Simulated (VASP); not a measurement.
Input of a VASP 6.6.1 run:

The input INCAR:

```
ALGO = Fast
EDIFF = 1E-7
ENCUT = 520
GGA = PE
ISIF = 2
ISMEAR = 0
LASPH = T
LCHARG = F
LREAL = F
LWAVE = F
NBANDS = 12
NELM = 80
PREC = Accurate
SIGMA = 0.15
```

File KPOINTS:

```
k-points
0
Gamma
  20 20 20
```

Contents of POSCAR:

```
Ti
1.0
    0.0000000000      2.3380073394      1.7167987893
    2.3380073394      0.0000000000      1.7167987893
    2.3380073394      2.3380073394      0.0000000000
Ti
1
Direct
    0.0000000000      0.0000000000      0.0000000000
```

Potentials or basis: VASP PAW PBE potentials, release 64 (Ti_sv).

Launch:

```console
$ cat potpaw_PBE.64/Ti_sv/POTCAR > POTCAR
$ mpirun -np 1 vasp_std > vasp.out
```

Q: Estimate the pressure.

A: -7.8 GPa.

Q: What does it give for the band gap on the k mesh?

A: Zero (bands 6 and 7 overlap by 1.47 eV).

Stress tensor (GPa, compression positive):
```
-8.13  0.00  0.00
 0.00 -8.13  0.00
 0.00  0.00 -7.19
```

Caveat: the cell stands under tension.
